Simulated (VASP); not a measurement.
# AlN (F-43m) in VASP: notebook, part 2 of 3

VASP 6.6.1.

**3. Single point, LDA**

INCAR

```
PREC = Accurate
ENCUT = 520
EDIFF = 1E-6
ISMEAR = -1
SIGMA = 0.05
LREAL = F
LASPH = T
NELM = 100
ALGO = Normal
ISIF = 2
LWAVE = F
LCHARG = T
LELF = T
LVHAR = T
NBANDS = 11
```

KPOINTS

```
regular mesh
0
Gamma
  10 10 10
```

POSCAR

```
AlN
1.0
    0.0000000000      2.1693354430      2.1693354430
    2.1693354430      0.0000000000      2.1693354430
    2.1693354430      2.1693354430      0.0000000000
Al N
1 1
Direct
    0.0000000000      0.0000000000      0.0000000000
    0.2500000000      0.2500000000      0.2500000000
```

Potentials or basis: VASP PAW LDA potentials, release 64 (Al, N).

Launch:

```bash
$ cat potpaw_LDA.64/Al/POTCAR potpaw_LDA.64/N/POTCAR > POTCAR
$ mpirun -np 1 vasp_std > vasp.out
```

OUTCAR:

```text
PREC = Accurate
   ENCUT = 520
   EDIFF = 1E-6
   ISMEAR = -1
   LREAL = F
   LASPH = T
   NELM = 100
   ISIF = 2

 ion  position               nearest neighbor table
   1  0.000  0.000  0.000-   2 1.88   2 1.88   2 1.88   2 1.88
   2  0.250  0.250  0.250-   1 1.88   1 1.88   1 1.88   1 1.88

  LATTYP: Found a face centered cubic cell.
 ALAT       =     4.3386708860

  Lattice vectors:

 A1 = (   0.0000000000,   2.1693354430,   2.1693354430)
 A2 = (   2.1693354430,   0.0000000000,   2.1693354430)
 A3 = (   2.1693354430,   2.1693354430,   0.0000000000)

Analysis of symmetry for initial positions (statically):
=====================================================================
 Subroutine PRICEL returns:
 Original cell was already a primitive cell.

 Routine SETGRP: Setting up the symmetry group for a
 face centered cubic supercell.

 Subroutine GETGRP returns: Found 24 space group operations
 (whereof 24 operations were pure point group operations)
 out of a pool of 48 trial point group operations.

The static configuration has the point symmetry T_d .

Analysis of symmetry for dynamics (positions and initial velocities):
=====================================================================
 Subroutine PRICEL returns:
 Original cell was already a primitive cell.

 Routine SETGRP: Setting up the symmetry group for a
 face centered cubic supercell.

 Subroutine GETGRP returns: Found 24 space group operations
 (whereof 24 operations were pure point group operations)
 out of a pool of 48 trial point group operations.

The dynamic configuration has the point symmetry T_d .

 Subroutine INISYM returns: Found 24 space group operations
 (whereof 24 operations are pure point group operations),
 and found     1 'primitive' translations

----------------------------------------------------------------------------------------

                                     Primitive cell

  volume of cell :      20.4179

  direct lattice vectors                    reciprocal lattice vectors
     0.000000000  2.169335443  2.169335443    -0.230485332  0.230485332  0.230485332
     2.169335443  0.000000000  2.169335443     0.230485332 -0.230485332  0.230485332
     2.169335443  2.169335443  0.000000000     0.230485332  0.230485332 -0.230485332

  length of vectors
     3.067903605  3.067903605  3.067903605     0.399212306  0.399212306  0.399212306

  position of ions in fractional coordinates (direct lattice)
     0.000000000  0.000000000  0.000000000
     0.250000000  0.250000000  0.250000000

  ion indices of the primitive-cell ions
   primitive index   ion index
                 1           1
                 2           2

----------------------------------------------------------------------------------------

 KPOINTS: regular mesh

Automatic generation of k-mesh.
 Grid dimensions read from file:
 generate k-points for:   10   10   10

 Generating k-lattice:

  Cartesian coordinates                     Fractional coordinates (reciprocal lattice)
    -0.023048533  0.023048533  0.023048533     0.100000000  0.000000000  0.000000000
     0.023048533 -0.023048533  0.023048533     0.000000000  0.100000000  0.000000000
     0.023048533  0.023048533 -0.023048533     0.000000000  0.000000000  0.100000000

  Length of vectors
     0.039921231  0.039921231  0.039921231

  Shift w.r.t. Gamma in fractional coordinates (k-lattice)
     0.000000000  0.000000000  0.000000000

 Subroutine IBZKPT returns following result:
 ===========================================

 Found     47 irreducible k-points:

 Following reciprocal coordinates:
            Coordinates               Weight
  0.000000  0.000000  0.000000      1.000000
  0.100000  0.000000  0.000000      8.000000
  0.200000  0.000000  0.000000      8.000000
  0.300000  0.000000  0.000000      8.000000
  0.400000  0.000000  0.000000      8.000000
  0.500000  0.000000  0.000000      4.000000
[... 16 lines left out ...]
  0.300000  0.300000  0.000000      6.000000
  0.400000  0.300000  0.000000     24.000000
 [... further k-points ...]
   k-points           NKPTS =     47   k-points in BZ     NKDIM =     47   number of bands    NBANDS=     11
   number of dos      NEDOS =    301   number of ions     NIONS =      2
   total plane-waves  NPLWV =  13824
   dimension x,y,z NGX =    24 NGY =   24 NGZ =   24
   dimension x,y,z NGXF=    48 NGYF=   48 NGZF=   48
   ions per type =               1   1
   NGX,Y,Z   is equivalent  to a cutoff of  13.01, 13.01, 13.01 a.u.
   NGXF,Y,Z  is equivalent  to a cutoff of  26.01, 26.01, 26.01 a.u.
 SYSTEM =  unknown system
   PREC   = accura    normal or accurate (medium, high low for compatibility)
   ISTART =      0    job   : 0-new  1-cont  2-samecut
   ICHARG =      2    charge: 1-file 2-atom 10-const
   ISPIN  =      1    spin polarized calculation?
   LNONCOLLINEAR =      F non collinear calculations
   LSORBIT =      F    spin-orbit coupling
   LASPH  =      T    aspherical Exc in radial PAW
   ENCUT  =  520.0 eV  38.22 Ry    6.18 a.u.   5.70  5.70  5.70*2*pi/ulx,y,z
   NELM   =    100;   NELMIN=  2; NELMDL= -5     # of ELM steps
   EDIFF  = 0.1E-05   stopping-criterion for ELM
   LREAL  =      F    real-space projection
   EDIFFG = 0.1E-04   stopping-criterion for IOM
   NSW    =      0    number of steps for IOM
   IBRION =     -1    ionic relax: 0-MD 1-quasi-New 2-CG
   NFREE  =      0    steps in history (QN), initial steepest desc. (CG)
   ISIF   =      2    stress and relaxation
   ISYM   =      2    0-nonsym 1-usesym 2-fastsym
   POTIM  = 0.5000    time-step for ionic-motion
   TEBEG  =    0.0;   TEEND  =   0.0 temperature during run
   PSTRESS=    0.0 pullay stress
   NELECT =       8.0000    total number of electrons
   NUPDOWN=      -1.0000    fix difference up-down
   EMIN   =  10.00;   EMAX   =-10.00  energy-range for DOS
   EFERMI =   0.00;   METHOD = LEGACY
   ISMEAR =    -1;   SIGMA  =   0.05  broadening in eV -4-tet -1-fermi 0-gaus
   EFERMI_NEDOS =   21; number of points for ismear=-14 and -15
   IALGO  =     38    algorithm
   IMIX   =      4    mixing-type and parameters
     AMIX     =   0.40;   BMIX     =  1.00
     AMIX_MAG =   1.60;   BMIX_MAG =  1.00
  volume/ion in A,a.u.               =      10.21        68.89
  Fermi-wavevector in a.u.,A,eV,Ry     =   1.197939  2.263777 19.525154  1.435058
  Thomas-Fermi vector in A             =   2.333841
   LORBIT       =      0    0 simple, 1 ext, 2 COOP (PROOUT), +10 PAW based schemes
   GGA     = CA    functional components
   LHFCALC =     F    Hartree Fock is set to
   AEXX    =    0.0000 exact exchange contribution
   IVDW    =     0    specifies the selected vdW correction
   LEPSILON=     F    determine dielectric tensor
   LRPA    =     F    only Hartree local field effects (RPA)
 non-spin polarized calculation
  energy-cutoff  :      520.00
  volume of cell :       20.42
 maximum number of plane-waves:       568
   NGX = 11   NGY = 11   NGZ = 11

 number of electron       8.0000000 magnetization

 Free energy of the ion-electron system (eV)
  ---------------------------------------------------
  ext. energy  EPLUGINS =         0.00000000
  ---------------------------------------------------
  free energy    TOTEN  =       -16.37512964 eV

  energy without entropy =      -16.37512963  energy(sigma->0) =      -16.37512964

 E-fermi :   6.9847     XC(G=0): -11.3546

 val. band max:        5.9009369468   @ k =   0.0000   0.0000   0.0000
 cond. band min:       9.1325642565   @ k =   0.5000   0.5000   0.0000
 fundamental gap:      3.2316273097
 Fermi energy:         6.9846943941

 k-point     1 :       0.0000    0.0000    0.0000
  band No.  band energies     occupation
      1      -9.0411      2.00000
      2       5.9009      2.00000
      3       5.9009      2.00000
      4       5.9009      2.00000
      5      10.3169      0.00000
      6      18.4336      0.00000
      7      18.4336      0.00000
      8      18.4336      0.00000
      9      23.5847      0.00000
     10      23.5847      0.00000
     11      25.0088      0.00000
[... 309 lines left out ...]
 k-point    24 :       0.4000    0.3000    0.0000
  band No.  band energies     occupation
      1      -6.9165      2.00000
      2       1.6929      2.00000
      3       4.1560      2.00000
      4       4.4649      2.00000
      5      10.7685      0.00000
      6      15.3698      0.00000
      7      18.2408      0.00000
      8      20.4879      0.00000
      9      21.0057      0.00000
     10      27.2218      0.00000
     11      29.6475      0.00000

 [... further k-points ...]

------------------------ aborting loop because EDIFF is reached ----------------------------------------

  FORCE on cell =-STRESS in cart. coord.  units (eV):
  Direction    XX          YY          ZZ          XY          YZ          ZX
  --------------------------------------------------------------------------------------
  -------------------------------------------------------------------------------------
  Total        0.1486293      0.1486293      0.1486293      0.0000000      0.0000000     -0.0000000
  in kB       11.6628524     11.6628524     11.6628524      0.0000000      0.0000000     -0.0000000
  external PRESSURE =      11.6628524 kB  Pullay stress =       0.0000000 kB

 VOLUME and BASIS-vectors are now :
 -----------------------------------------------------------------------------
  energy-cutoff  :      520.00
  volume of cell :       20.42
      direct lattice vectors                 reciprocal lattice vectors
     0.000000000  2.169335443  2.169335443    -0.230485332  0.230485332  0.230485332
     2.169335443  0.000000000  2.169335443     0.230485332 -0.230485332  0.230485332
     2.169335443  2.169335443  0.000000000     0.230485332  0.230485332 -0.230485332

 POSITION                                       TOTAL-FORCE (eV/Angst)
 -----------------------------------------------------------------------------------
      0.00000      0.00000      0.00000         0.000000      0.000000      0.000000
      1.08467      1.08467      1.08467        -0.000000     -0.000000     -0.000000
 -----------------------------------------------------------------------------------
    total drift:                               -0.000000     -0.000000     -0.000000

  FREE ENERGIE OF THE ION-ELECTRON SYSTEM (eV)
  ---------------------------------------------------
  free  energy   TOTEN  =       -16.3751296350 eV

  energy  without entropy=      -16.3751296350  energy(sigma->0) =      -16.37512964
```

OSZICAR:

```text
N       E                     dE             d eps       ncg     rms          rms(c)
DAV:   1     0.906645434606E+01    0.90665E+01   -0.39079E+03  1050   0.604E+02
DAV:   2    -0.181509017631E+02   -0.27217E+02   -0.25923E+02  1241   0.129E+02
DAV:   3    -0.189447343615E+02   -0.79383E+00   -0.79285E+00  1276   0.204E+01
DAV:   4    -0.189477123389E+02   -0.29780E-02   -0.29778E-02  1151   0.153E+00
DAV:   5    -0.189477365723E+02   -0.24233E-04   -0.24233E-04  1270   0.132E-01    0.876E+00
DAV:   6    -0.164485245302E+02    0.24992E+01   -0.12719E+01  1154   0.175E+01    0.298E+00
DAV:   7    -0.164044987513E+02    0.44026E-01   -0.11180E-01  1199   0.249E+00    0.198E+00
DAV:   8    -0.163757277647E+02    0.28771E-01   -0.31422E-02  1178   0.159E+00    0.405E-01
DAV:   9    -0.163751165516E+02    0.61121E-03   -0.21859E-03  1205   0.283E-01    0.188E-01
DAV:  10    -0.163751336630E+02   -0.17111E-04   -0.12316E-04  1163   0.772E-02    0.579E-02
DAV:  11    -0.163751296701E+02    0.39929E-05   -0.40119E-06  1208   0.163E-02    0.103E-02
DAV:  12    -0.163751296350E+02    0.35063E-07   -0.74645E-08   664   0.208E-03
   1 F= -.16375130E+02 E0= -.16375130E+02  d E =-.184361E-10
```

It took 12 s on 1 thread of AMD EPYC 7R43 (Zen 3), shared host; peak memory 0.09 GiB.

What came out:

| Property | Result |
| --- | --- |
| Free energy | -16.3751 eV |
| Pressure | 1.2 GPa |
| Band gap on the k mesh | 3.23 eV, indirect (least direct gap 4.42 eV) |

**4. Single point, revPBE**

This run uses another cell than the first one, of 10.83 Å³/atom, 1.059 times its volume.

INCAR

```
SYSTEM = AlN
PREC = Accurate
ENCUT = 520
EDIFF = 1E-6
ISMEAR = -1
SIGMA = 0.05
LREAL = .False.
LASPH = .True.
NELM = 100
ALGO = Normal
ISIF = 2
LWAVE = .False.
LCHARG = .False.
GGA = RE
NBANDS = 11
```

KPOINTS

```
regular mesh
0
Gamma
  10 10 10
  0 0 0
```

POSCAR

```
AlN
1.0
    0.0000000000      2.2127336128      2.2127336128
    2.2127336128      0.0000000000      2.2127336128
    2.2127336128      2.2127336128      0.0000000000
Al N
1 1
Direct
    0.0000000000      0.0000000000      0.0000000000
    0.2500000000      0.2500000000      0.2500000000
```

Potentials or basis: VASP PAW PBE potentials, release 64 (Al, N).

Launch:

```bash
$ cat potpaw_PBE.64/Al/POTCAR potpaw_PBE.64/N/POTCAR > POTCAR
$ mpirun -np 1 vasp_std > vasp.out
```

It took 12 s on 1 thread of AMD EPYC 7R43 (Zen 3), shared host; peak memory 0.1 GiB.

Results (log left out):

```yaml
Free_energy: -14.2463 eV
Pressure: -0.8 GPa
Band_gap_on_the_k_mesh: 3.33 eV, indirect (least direct gap 3.88 eV)
```

Levels at points of the mesh, in eV from the valence-band top:
| k point | band 2 | band 3 | band 4 | band 5 | band 6 | band 7 |
| --- | --- | --- | --- | --- | --- | --- |
| (0.00, 0.00, 0.00) | 0.00 | 0.00 | 0.00 | 3.88 | 12.26 | 12.26 |
| (0.50, 0.00, 0.00) | -5.67 | -0.47 | -0.47 | 7.10 | 9.64 | 10.96 |
| (0.50, 0.50, 0.00) | -4.76 | -1.72 | -1.72 | 3.33 | 8.46 | 13.54 |

Caveat: the PAW data sets were made with another functional, which shifts forces and pressure a little.

**5. Single point, revPBE**

This run uses another cell than the first one, of 11.04 Å³/atom, 1.080 times its volume.

INCAR

```
PREC = Accurate
ENCUT = 520
EDIFF = 1E-6
ISMEAR = -1
SIGMA = 0.05
LREAL = False
LASPH = True
NELM = 80
ALGO = Normal
ISIF = 2
LWAVE = False
LCHARG = False
GGA = RE
NBANDS = 11
```

KPOINTS

```
Automatic mesh
0
Gamma
  10 10 10
```

POSCAR

```
AlN
1.0
    0.0000000000      2.2268278375      2.2268278375
    2.2268278375      0.0000000000      2.2268278375
    2.2268278375      2.2268278375      0.0000000000
Al N
1 1
Direct
    0.0000000000      0.0000000000      0.0000000000
    0.2500000000      0.2500000000      0.2500000000
```

Potentials or basis: VASP PAW PBE potentials, release 64 (Al, N).

Launch:

```bash
$ cat potpaw_PBE.64/Al/POTCAR potpaw_PBE.64/N/POTCAR > POTCAR
$ mpirun -np 1 vasp_std > vasp.out
```

OUTCAR:

```text
PREC = Accurate
   ENCUT = 520
   EDIFF = 1E-6
   ISMEAR = -1
   LREAL = False
   LASPH = True
   NELM = 80
   ISIF = 2
   GGA = RE

 ion  position               nearest neighbor table
   1  0.000  0.000  0.000-   2 1.93   2 1.93   2 1.93   2 1.93
   2  0.250  0.250  0.250-   1 1.93   1 1.93   1 1.93   1 1.93

  LATTYP: Found a face centered cubic cell.
 ALAT       =     4.4536556750

  Lattice vectors:

 A1 = (   0.0000000000,   2.2268278375,   2.2268278375)
[... 520 lines left out ...]

------------------------ aborting loop because EDIFF is reached ----------------------------------------

  FORCE on cell =-STRESS in cart. coord.  units (eV):
  Direction    XX          YY          ZZ          XY          YZ          ZX
  --------------------------------------------------------------------------------------
  -------------------------------------------------------------------------------------
  Total       -0.5776542     -0.5776542     -0.5776542     -0.0000000      0.0000000      0.0000000
  in kB      -41.9071930    -41.9071930    -41.9071930     -0.0000000      0.0000000      0.0000000
  external PRESSURE =     -41.9071930 kB  Pullay stress =       0.0000000 kB

 VOLUME and BASIS-vectors are now :
 -----------------------------------------------------------------------------
  energy-cutoff  :      520.00
  volume of cell :       22.08
      direct lattice vectors                 reciprocal lattice vectors
     0.000000000  2.226827838  2.226827838    -0.224534646  0.224534646  0.224534646
     2.226827838  0.000000000  2.226827838     0.224534646 -0.224534646  0.224534646
     2.226827838  2.226827838  0.000000000     0.224534646  0.224534646 -0.224534646

 POSITION                                       TOTAL-FORCE (eV/Angst)
 -----------------------------------------------------------------------------------
      0.00000      0.00000      0.00000        -0.000000      0.000000      0.000000
      1.11341      1.11341      1.11341         0.000000      0.000000     -0.000000
 -----------------------------------------------------------------------------------
    total drift:                               -0.000000     -0.000000     -0.000000

  FREE ENERGIE OF THE ION-ELECTRON SYSTEM (eV)
  ---------------------------------------------------
  free  energy   TOTEN  =       -14.2400448112 eV

  energy  without entropy=      -14.2400448111  energy(sigma->0) =      -14.24004481
```

OSZICAR:

```text
N       E                     dE             d eps       ncg     rms          rms(c)
DAV:   1     0.122670138182E+02    0.12267E+02   -0.37571E+03  1050   0.601E+02
DAV:   2    -0.155157319022E+02   -0.27783E+02   -0.26680E+02  1276   0.134E+02
DAV:   3    -0.164636007393E+02   -0.94787E+00   -0.94651E+00  1279   0.239E+01
DAV:   4    -0.164689073958E+02   -0.53067E-02   -0.53064E-02  1139   0.197E+00
DAV:   5    -0.164689741969E+02   -0.66801E-04   -0.66801E-04  1274   0.214E-01    0.845E+00
DAV:   6    -0.142313371097E+02    0.22376E+01   -0.11708E+01  1220   0.168E+01    0.290E+00
DAV:   7    -0.142391559653E+02   -0.78189E-02   -0.15370E-01  1124   0.314E+00    0.209E+00
DAV:   8    -0.142416316964E+02   -0.24757E-02   -0.35712E-02  1103   0.173E+00    0.628E-01
DAV:   9    -0.142399386411E+02    0.16931E-02   -0.47761E-03  1232   0.401E-01    0.254E-01
DAV:  10    -0.142400295620E+02   -0.90921E-04   -0.73666E-04  1127   0.171E-01    0.238E-02
DAV:  11    -0.142400449614E+02   -0.15399E-04   -0.33338E-05  1214   0.391E-02    0.208E-02
DAV:  12    -0.142400448112E+02    0.15018E-06   -0.16235E-06  1175   0.959E-03
   1 F= -.14240045E+02 E0= -.14240045E+02  d E =-.496464E-10
```

stdout:

```text
POSCAR found type information on POSCAR AlN
 POSCAR found :  2 types and       2 ions
 scaLAPACK will be used
 -----------------------------------------------------------------------------
|                                                                             |
|                                                                             |
|     You enforced a specific xc type in the INCAR file but a different       |
|     I HOPE YOU KNOW WHAT YOU ARE DOING!                                     |
|                                                                             |
 -----------------------------------------------------------------------------

 LDA part: xc-table for (Slater+PW92), standard interpolation
 POSCAR, INCAR and KPOINTS ok, starting setup
 FFT: planning ... GRIDC
 FFT: planning ... GRID_SOFT
 FFT: planning ... GRID
 WAVECAR not read
 entering main loop
```

It took 12 s on 1 thread of AMD EPYC 7R43 (Zen 3), shared host; peak memory 0.1 GiB.

Results:

```
Free energy            : -14.2400 eV
Pressure               : -4.2 GPa
Band gap on the k mesh : 3.32 eV, indirect (least direct gap 3.72 eV)
```

Levels at points of the mesh, in eV from the valence-band top:
```
           k point  band 1  band 2  band 3  band 4  band 5  band 6  band 7  band 8  band 9
(0.00, 0.00, 0.00)  -14.68    0.00    0.00    0.00    3.72   12.08   12.08   12.08   17.24
(0.50, 0.00, 0.00)  -12.82   -5.59   -0.47   -0.47    6.93    9.51   10.84   10.84   17.35
(0.50, 0.50, 0.00)  -12.25   -4.70   -1.70   -1.70    3.32    8.34   13.30   15.11   15.11
```

Caveat: the PAW data sets were made with another functional, which shifts forces and pressure a little. A hybrid or GW would open this gap; revPBE tends to underestimate it.

[end of part 2 of 3]
